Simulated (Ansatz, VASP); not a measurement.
**TaCuP2: VASP beside Ansatz**

```xyz
4
Lattice="3.2116 0.0000 0.0000 -1.6058 2.7813 0.0000 0.0000 -1.8542 7.8971" Properties=species:S:1:pos:R:3 pbc="T T T"
Ta    1.6058   -0.9271    3.9486
Cu    0.0000    0.0000    0.0000
P     0.0000    0.0000    2.2419
P     1.6058    0.9271    5.6553
```

Alike in both runs: functional PBE; k mesh 6 × 6 × 6; no spin polarisation; Hubbard terms Cu d U = 5.0 eV.

Ansatz relaxed the structure, and its values are those at the end. VASP's run is a single point on that final structure, the one shown.

|  | VASP | Ansatz |
| --- | --- | --- |
| version | VASP 6.6.1 | Ansatz 0.2.0 |
| potentials or method | VASP PAW PBE potentials, release 64 (Ta_pv, Cu, P), cutoff 520 eV | PAW plane waves |
| occupations | fermi-dirac, width 0.1 eV | fermi-dirac |
| valence electrons in the cell | 32 | 42 |

```tsv
	VASP	Ansatz	Ansatz less VASP
gap on the k mesh at the Fermi level (eV)	none	none	-
pressure (GPa)	-0.3	0.0	+0.26
rms of the force components (eV/Å)	0.062	0.000	-0.0622
```

The programs project onto different local orbitals, so the same U acts differently, and such runs can settle in different states. A gap of «none» marks a metal or a gap that the smearing closes. VASP's potentials hold 32 valence electrons a cell and Ansatz's 42, so a difference there can come from the potentials and not from the codes. Ansatz's warnings: filled band counts differ across k points, structure snapped to symmetry.

The k mesh is coarse, so the values compare programs but aren't converged. Neither program's run includes spin-orbit coupling.
